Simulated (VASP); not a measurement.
# CoPtO2 (R-3m) in VASP: notebook

The runs below take CoPtO2 through single point, with PBE+U.

Program: VASP 6.6.1. These are calculated values, not measurements. Logs are shortened: lines on timing, memory, paths and dates and some standing lists are left out, and cuts for length are marked.

## (1) The cell of the first run

The structure is trigonal, space group R-3m (No. 166). Conventional cell: a = 2.833 Å, b = 2.833 Å, c = 17.835 Å, α = 90.00°, β = 90.00°, γ = 120.00°. Within 2.5 Å of Co (site symmetry -3m) lie 6 O at 1.91 Å. Within 2.6 Å of Pt (site symmetry -3m) lie 2 O at 1.99 Å. Within 2.6 Å of O (site symmetry 3m) lie 3 Co at 1.91 Å and 1 Pt at 1.99 Å and 3 O at 2.55 Å.

## (2) Single point, PBE+U

Input file INCAR:

```
SYSTEM = CoPtO2
PREC = Accurate
ENCUT = 520
EDIFF = 1E-6
ISMEAR = 0
SIGMA = 0.1
LREAL = .FALSE.
LASPH = .TRUE.
NELM = 150
ALGO = Normal
ISIF = 2
LWAVE = .FALSE.
LCHARG = .TRUE.
LMAXMIX = 4
LDAU = .TRUE.
LDAUTYPE = 2
LDAUL = 2 -1 -1
LDAUU = 3.32 0 0
LDAUJ = 0 0 0
LDAUPRINT = 1
GGA = PE
LELF = .TRUE.
LVHAR = .TRUE.
NBANDS = 24
```

Input file KPOINTS:

```
regular mesh
0
G
  18 18 18
  0 0 0
```

Input file POSCAR:

```
CoPtO2
1.0
    1.4164358748      0.8177796336      5.9448772252
   -1.4164358748      0.8177796336      5.9448772252
    0.0000000000     -1.6355592672      5.9448772252
Co Pt O
1 1 2
Direct
    0.5000000000      0.5000000000      0.5000000000
    0.0000000000      0.0000000000      0.0000000000
    0.8881989805      0.8881989805      0.8881989805
    0.1118010195      0.1118010195      0.1118010195
```

Potentials or basis: VASP PAW PBE potentials, release 64 (Co, Pt, O).

On the command line:

```sh
$ cat potpaw_PBE.64/Co/POTCAR potpaw_PBE.64/Pt/POTCAR potpaw_PBE.64/O/POTCAR > POTCAR
$ mpirun -np 1 vasp_std > vasp.out
```

OUTCAR:

```text
SYSTEM = CoPtO2
   PREC = Accurate
   ENCUT = 520
   EDIFF = 1E-6
   ISMEAR = 0
   LREAL = .FALSE.
   LASPH = .TRUE.
   NELM = 150
   ISIF = 2
   GGA = PE

 ion  position               nearest neighbor table
   1  0.500  0.500  0.500-   4 1.91   3 1.91   4 1.91   4 1.91   3 1.91   3 1.91
   2  0.000  0.000  0.000-   3 1.99   4 1.99
   3  0.888  0.888  0.888-   1 1.91   1 1.91   1 1.91   2 1.99
   4  0.112  0.112  0.112-   1 1.91   1 1.91   1 1.91   2 1.99

  LATTYP: Found a trigonal (rhomboedric) cell.
 ALAT       =     6.1657618620
 COS(alpha) =     0.8944519201

  Lattice vectors:

 A1 = (   1.4164358748,   0.8177796336,   5.9448772252)
 A2 = (  -1.4164358748,   0.8177796336,   5.9448772252)
 A3 = (   0.0000000000,  -1.6355592672,   5.9448772252)

Analysis of symmetry for initial positions (statically):
=====================================================================
 Subroutine PRICEL returns:
 Original cell was already a primitive cell.

 Routine SETGRP: Setting up the symmetry group for a
 trigonal (rhombohedral) supercell.

 Subroutine GETGRP returns: Found 12 space group operations
 (whereof 12 operations were pure point group operations)
 out of a pool of 12 trial point group operations.

The static configuration has the point symmetry D_3d.

Analysis of symmetry for dynamics (positions and initial velocities):
=====================================================================
 Subroutine PRICEL returns:
 Original cell was already a primitive cell.

 Routine SETGRP: Setting up the symmetry group for a
 trigonal (rhombohedral) supercell.

 Subroutine GETGRP returns: Found 12 space group operations
 (whereof 12 operations were pure point group operations)
 out of a pool of 12 trial point group operations.

The dynamic configuration has the point symmetry D_3d.

 Subroutine INISYM returns: Found 12 space group operations
 (whereof 12 operations are pure point group operations),
 and found     1 'primitive' translations

----------------------------------------------------------------------------------------

                                     Primitive cell

  volume of cell :      41.3169

  direct lattice vectors                    reciprocal lattice vectors
     1.416435875  0.817779634  5.944877225     0.352998684  0.203803885  0.056070684
    -1.416435875  0.817779634  5.944877225    -0.352998684  0.203803885  0.056070684
     0.000000000 -1.635559267  5.944877225     0.000000000 -0.407607771  0.056070684

  length of vectors
     6.165761862  6.165761862  6.165761862     0.411446250  0.411446250  0.411446250

  position of ions in fractional coordinates (direct lattice)
     0.500000000  0.500000000  0.500000000
     0.000000000  0.000000000  0.000000000
     0.888198981  0.888198981  0.888198981
     0.111801019  0.111801019  0.111801019

  ion indices of the primitive-cell ions
   primitive index   ion index
                 1           1
                 2           2
                 3           3
                 4           4

----------------------------------------------------------------------------------------

 KPOINTS: regular mesh

Automatic generation of k-mesh.
 Grid dimensions read from file:
 generate k-points for:   18   18   18

 Generating k-lattice:

  Cartesian coordinates                     Fractional coordinates (reciprocal lattice)
[... 39 lines left out ...]
 -0.277778  0.055556  0.000000     12.000000
 -0.222222  0.055556  0.000000     12.000000
 [... further k-points ...]
   k-points           NKPTS =    580   k-points in BZ     NKDIM =    580   number of bands    NBANDS=     24
   number of dos      NEDOS =    301   number of ions     NIONS =      4
   total plane-waves  NPLWV = 110592
   dimension x,y,z NGX =    48 NGY =   48 NGZ =   48
   dimension x,y,z NGXF=    96 NGYF=   96 NGZF=   96
   ions per type =               1   1   2
   NGX,Y,Z   is equivalent  to a cutoff of  12.94, 12.94, 12.94 a.u.
   NGXF,Y,Z  is equivalent  to a cutoff of  25.88, 25.88, 25.88 a.u.
 SYSTEM =  CoPtO2
   PREC   = accura    normal or accurate (medium, high low for compatibility)
   ISTART =      0    job   : 0-new  1-cont  2-samecut
   ICHARG =      2    charge: 1-file 2-atom 10-const
   ISPIN  =      1    spin polarized calculation?
   LNONCOLLINEAR =      F non collinear calculations
   LSORBIT =      F    spin-orbit coupling
   LASPH  =      T    aspherical Exc in radial PAW
   ENCUT  =  520.0 eV  38.22 Ry    6.18 a.u.  11.46 11.46 11.46*2*pi/ulx,y,z
   NELM   =    150;   NELMIN=  2; NELMDL= -5     # of ELM steps
   EDIFF  = 0.1E-05   stopping-criterion for ELM
   LREAL  =      F    real-space projection
   EDIFFG = 0.1E-04   stopping-criterion for IOM
   NSW    =      0    number of steps for IOM
   IBRION =     -1    ionic relax: 0-MD 1-quasi-New 2-CG
   NFREE  =      0    steps in history (QN), initial steepest desc. (CG)
   ISIF   =      2    stress and relaxation
   ISYM   =      2    0-nonsym 1-usesym 2-fastsym
   POTIM  = 0.5000    time-step for ionic-motion
   TEBEG  =    0.0;   TEEND  =   0.0 temperature during run
   PSTRESS=    0.0 pullay stress
   NELECT =      31.0000    total number of electrons
   NUPDOWN=      -1.0000    fix difference up-down
   EMIN   =  10.00;   EMAX   =-10.00  energy-range for DOS
   EFERMI =   0.00;   METHOD = LEGACY
   ISMEAR =     0;   SIGMA  =   0.10  broadening in eV -4-tet -1-fermi 0-gaus
   EFERMI_NEDOS =   21; number of points for ismear=-14 and -15
   IALGO  =     38    algorithm
   IMIX   =      4    mixing-type and parameters
     AMIX     =   0.40;   BMIX     =  1.00
     AMIX_MAG =   1.60;   BMIX_MAG =  1.00
  volume/ion in A,a.u.               =      10.33        69.70
  Fermi-wavevector in a.u.,A,eV,Ry     =   1.487600  2.811157 30.109079  2.212955
  Thomas-Fermi vector in A             =   2.600741
   LORBIT       =      0    0 simple, 1 ext, 2 COOP (PROOUT), +10 PAW based schemes
 LDA+U is selected, type is set to LDAUTYPE =  2
   angular momentum for each species LDAUL =     2   -1   -1
   U (eV)           for each species LDAUU =   3.3  0.0  0.0
   J (eV)           for each species LDAUJ =   0.0  0.0  0.0
   GGA     = PE    functional components
   LHFCALC =     F    Hartree Fock is set to
   AEXX    =    0.0000 exact exchange contribution
   IVDW    =     0    specifies the selected vdW correction
   LEPSILON=     F    determine dielectric tensor
   LRPA    =     F    only Hartree local field effects (RPA)
 non-spin polarized calculation
 Gauss-broadening in eV      SIGMA  =   0.10
  energy-cutoff  :      520.00
  volume of cell :       41.32
 maximum number of plane-waves:      1130
 NGX is ok and might be reduce to    48
   NGX = 23   NGY = 23   NGZ = 23

atom =   1  type =  1  l = 2

 onsite density matrix

spin component  1

  0.7808  0.0000 -0.0000  0.2661  0.0000
  0.0000  0.5868 -0.0000  0.0000  0.2661
 -0.0000 -0.0000  0.9675  0.0000 -0.0000
  0.2661  0.0000  0.0000  0.5868  0.0000
  0.0000  0.2661 -0.0000  0.0000  0.7808

spin component  2

  0.7808  0.0000 -0.0000  0.2661  0.0000
  0.0000  0.5868 -0.0000  0.0000  0.2661
 -0.0000 -0.0000  0.9675  0.0000 -0.0000
  0.2661  0.0000  0.0000  0.5868  0.0000
  0.0000  0.2661 -0.0000  0.0000  0.7808

 occupancies and eigenvectors

  o =  0.4006  v =  0.0000 -0.8193  0.0000 -0.0000  0.5734  0.0000  0.0000  0.0000  0.0000  0.0000      0.0000  0.0000  0.0000  0.0000  0.0000  0.0000  0.0000  0.0000  0.0000  0.0000
  o =  0.4006  v =  0.0000  0.0000  0.0000  0.0000  0.0000  0.0000 -0.8193  0.0000 -0.0000  0.5734      0.0000  0.0000  0.0000  0.0000  0.0000  0.0000  0.0000  0.0000  0.0000  0.0000
  o =  0.4006  v =  0.0000  0.0000  0.0000  0.0000  0.0000 -0.5734  0.0000 -0.0000  0.8193  0.0000      0.0000  0.0000  0.0000  0.0000  0.0000  0.0000  0.0000  0.0000  0.0000  0.0000
  o =  0.4006  v = -0.5734  0.0000 -0.0000  0.8193  0.0000  0.0000  0.0000  0.0000  0.0000  0.0000      0.0000  0.0000  0.0000  0.0000  0.0000  0.0000  0.0000  0.0000  0.0000  0.0000
  o =  0.9670  v =  0.0000  0.5734  0.0000 -0.0000  0.8193  0.0000  0.0000  0.0000  0.0000  0.0000      0.0000  0.0000  0.0000  0.0000  0.0000  0.0000  0.0000  0.0000  0.0000  0.0000
  o =  0.9670  v =  0.0000  0.0000  0.0000  0.0000  0.0000  0.0000  0.5734  0.0000 -0.0000  0.8193      0.0000  0.0000  0.0000  0.0000  0.0000  0.0000  0.0000  0.0000  0.0000  0.0000
  o =  0.9670  v = -0.8193  0.0000  0.0000 -0.5734 -0.0000  0.0000  0.0000  0.0000  0.0000  0.0000      0.0000  0.0000  0.0000  0.0000  0.0000  0.0000  0.0000  0.0000  0.0000  0.0000
  o =  0.9670  v =  0.0000  0.0000  0.0000  0.0000  0.0000 -0.8193  0.0000  0.0000 -0.5734 -0.0000      0.0000  0.0000  0.0000  0.0000  0.0000  0.0000  0.0000  0.0000  0.0000  0.0000
  o =  0.9675  v =  0.0000  0.0000  0.0000  0.0000  0.0000  0.0000  0.0000 -1.0000  0.0000  0.0000      0.0000  0.0000  0.0000  0.0000  0.0000  0.0000  0.0000  0.0000  0.0000  0.0000
  o =  0.9675  v =  0.0000  0.0000 -1.0000  0.0000  0.0000  0.0000  0.0000  0.0000  0.0000  0.0000      0.0000  0.0000  0.0000  0.0000  0.0000  0.0000  0.0000  0.0000  0.0000  0.0000

 number of electron      30.9999996 magnetization

 Free energy of the ion-electron system (eV)
  ---------------------------------------------------
  ext. energy  EPLUGINS =         0.00000000
  ---------------------------------------------------
  free energy    TOTEN  =       -24.40228882 eV

  energy without entropy =      -24.39923784  energy(sigma->0) =      -24.40076333

 E-fermi :   8.5600     XC(G=0): -12.6349

 val. band max:        8.5327077937   @ k =  -0.3333   0.5000   0.2778
 cond. band min:       8.6307649801   @ k =  -0.3333  -0.3333   0.1667
 fundamental gap:      0.0980571864
 Fermi energy:         8.5599739940

 k-point     1 :       0.0000    0.0000    0.0000
  band No.  band energies     occupation
      1     -12.8512      2.00000
      2     -10.9911      2.00000
      3      -1.1379      2.00000
      4       1.6155      2.00000
      5       2.1760      2.00000
      6       2.1760      2.00000
[... 637 lines left out ...]
     23      22.3246      0.00000
     24      22.8010      0.00000

 [... further k-points ...]
[... 5 lines left out ...]
  --------------------------------------------------------------------------------------
  -------------------------------------------------------------------------------------
  Total        0.8580104      0.8580104      1.2356978      0.0000000      0.0000000      0.0000000
  in kB       33.2717604     33.2717604     47.9176511      0.0000000      0.0000000      0.0000000
  external PRESSURE =      38.1537240 kB  Pullay stress =       0.0000000 kB

 VOLUME and BASIS-vectors are now :
 -----------------------------------------------------------------------------
  energy-cutoff  :      520.00
  volume of cell :       41.32
      direct lattice vectors                 reciprocal lattice vectors
     1.416435875  0.817779634  5.944877225     0.352998684  0.203803885  0.056070684
    -1.416435875  0.817779634  5.944877225    -0.352998684  0.203803885  0.056070684
     0.000000000 -1.635559267  5.944877225     0.000000000 -0.407607771  0.056070684

 POSITION                                       TOTAL-FORCE (eV/Angst)
 -----------------------------------------------------------------------------------
      0.00000      0.00000      8.91732         0.000000     -0.000000      0.000000
      0.00000      0.00000      0.00000        -0.000000     -0.000000     -0.000000
      0.00000      0.00000     15.84070        -0.000000      0.000000     -0.108110
      0.00000      0.00000      1.99393        -0.000000     -0.000000      0.108110
 -----------------------------------------------------------------------------------
    total drift:                               -0.000000      0.000000     -0.000000

  FREE ENERGIE OF THE ION-ELECTRON SYSTEM (eV)
  ---------------------------------------------------
  free  energy   TOTEN  =       -24.4022888205 eV

  energy  without entropy=      -24.3992378442  energy(sigma->0) =      -24.40076333
```

Wall time 70 min (1 thread of Oxide Virtual Turin-like, shared host); peak memory 0.77 GiB.

What came out:

- Free energy: -24.4023 eV
- Pressure: 3.8 GPa
- Largest force: 0.108 eV/Å
- Band gap on the k mesh: zero (an odd number of electrons rules out a gap without spin polarisation)

Forces on the atoms (eV/Å):
```
Co   0.000  0.000  0.000
Pt   0.000  0.000  0.000
O    0.000  0.000 -0.108
O    0.000  0.000  0.108
```

Eigenvalues of the final occupation matrices:
```
    site  spin  trace               eigenvalues
site 1 d     1   3.70  0.40 0.40 0.97 0.97 0.97
site 1 d     2   3.70  0.40 0.40 0.97 0.97 0.97
```

Caveat: the cell stands under pressure; spin-orbit coupling is left out, which moves the levels of the heavy elements; an odd number of electrons without spin polarisation forces a metal; a magnetic or distorted state may lie lower; the run has no spin polarisation, though such a crystal can be magnetic; U without spin polarisation on a metal has little footing. Spin polarisation is off, so any magnetic state and its effect on volume and gap are missing.

## (3) Single point, PBE+U (10.23 Å³/atom)

This run uses another cell than the first one, of 10.23 Å³/atom.

Input file INCAR:

```
PREC = Accurate ; ENCUT = 520
EDIFF = 1E-6 ; ISMEAR = 0
SIGMA = 0.1 ; LREAL = F
LASPH = T ; NELM = 150
ALGO = Fast ; ISIF = 2
LWAVE = F ; LCHARG = F
LMAXMIX = 4 ; LDAU = T
LDAUTYPE = 2 ; LDAUL = 2 -1 -1
LDAUU = 3.32 0 0 ; LDAUJ = 0 0 0
LDAUPRINT = 1 ; GGA = PE
NBANDS = 24
```

Input file KPOINTS:

```
regular mesh
0
Gamma
  18 18 18
```

Input file POSCAR:

```
CoPtO2
1.0
    1.4110114656      0.8146478495      5.9349637337
   -1.4110114656      0.8146478495      5.9349637337
    0.0000000000     -1.6292956990      5.9349637337
Co Pt O
1 1 2
Direct
    0.5000000000      0.5000000000      0.5000000000
    0.0000000000      0.0000000000      0.0000000000
    0.8882745517      0.8882745517      0.8882745517
    0.1117254483      0.1117254483      0.1117254483
```

Potentials or basis: VASP PAW PBE potentials, release 64 (Co, Pt, O).

On the command line:

```sh
$ cat potpaw_PBE.64/Co/POTCAR potpaw_PBE.64/Pt/POTCAR potpaw_PBE.64/O/POTCAR > POTCAR
$ mpirun -np 1 vasp_std > vasp.out
```

Run time: 86 min. Hardware: 1 thread of Oxide Virtual Turin-like, shared host; peak memory 0.77 GiB.

The run converged. Its results:

```yaml
Free_energy: -24.3901 eV
Pressure: 6.1 GPa
Largest_force: 0.113 eV/Å
Band_gap_on_the_k_mesh: zero (an odd number of electrons rules out a gap without spin polarisation)
```

Forces in eV/Å, atoms in the order of the input:
```
Co   0.000  0.000  0.000
Pt   0.000  0.000  0.000
O    0.000  0.000 -0.113
O    0.000  0.000  0.113
```

Stress tensor (GPa, compression positive):
```
5.58 0.00 0.00
0.00 5.58 0.00
0.00 0.00 7.13
```

Levels at points of the mesh, in eV from the Fermi level:
```
           k point  band 12  band 13  band 14  band 15  band 16  band 17  band 18  band 19  band 20  band 21
(0.00, 0.00, 0.00)    -3.03    -3.03    -2.82    -1.59    -1.59     1.98     1.98     2.88     5.63     9.06
(0.50, 0.00, 0.00)    -2.61    -2.34    -1.37     0.08     1.22     1.41     1.50     2.56     7.25     9.99
(0.50, 0.50, 0.00)    -2.68    -2.12    -1.95     0.08     0.36     1.93     2.31     2.57     7.93     9.12
(0.50, 0.50, 0.50)    -3.08    -3.08    -2.11    -0.66    -0.66     1.56     1.56     4.19     4.60     8.85
```

Eigenvalues of the final occupation matrices:
```csv
site,spin,trace,eigenvalues
site 1 d,1,3.71,0.40 0.40 0.97 0.97 0.97
site 1 d,2,3.71,0.40 0.40 0.97 0.97 0.97
```

Caveat: the cell stands under pressure; spin-orbit coupling is left out, which moves the levels of the heavy elements; an odd number of electrons without spin polarisation forces a metal; a magnetic or distorted state may lie lower; the run has no spin polarisation, though such a crystal can be magnetic; U without spin polarisation on a metal has little footing. Spin polarisation is off, so any magnetic state and its effect on volume and gap are missing.

The gap in the log of VASP goes by the Fermi energy; the results here count the filled bands.